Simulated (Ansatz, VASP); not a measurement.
**GaSb: VASP beside Ansatz**

```
Ga Sb
1.0
     0.00000    3.06588    3.06588
     3.06588    0.00000    3.06588
     3.06588    3.06588    0.00000
Ga Sb
1 1
Direct
  0.00000 0.00000 0.00000
  0.25000 0.25000 0.25000
```

Alike in both runs: task single point; functional PBE0; k mesh 4 × 4 × 4; occupations fermi-dirac, width 0.02 eV; no spin polarisation.

|  | VASP | Ansatz |
| --- | --- | --- |
| version | VASP 6.6.1 | Ansatz 0.2.0 |
| potentials or method | VASP PAW PBE potentials, release 64 (Ga_d, Sb) | plane waves |
| plane-wave cutoff (eV) | 520 | 420 |
| valence electrons in the cell | 18 | 28 |

```tsv
	VASP	Ansatz	Ansatz less VASP
gap on the k mesh at the Fermi level (eV)	1.54	1.46	-0.078
pressure (GPa)	-0.4	0.2	+0.59
```

VASP's potentials hold 18 valence electrons a cell and Ansatz's 28, so a difference there can come from the potentials and not from the codes. Ansatz's warnings: stress exchange threshold loose, stress scf threshold loose.

The k mesh is coarse, so the values compare programs but aren't converged. Spin-orbit coupling is off throughout.
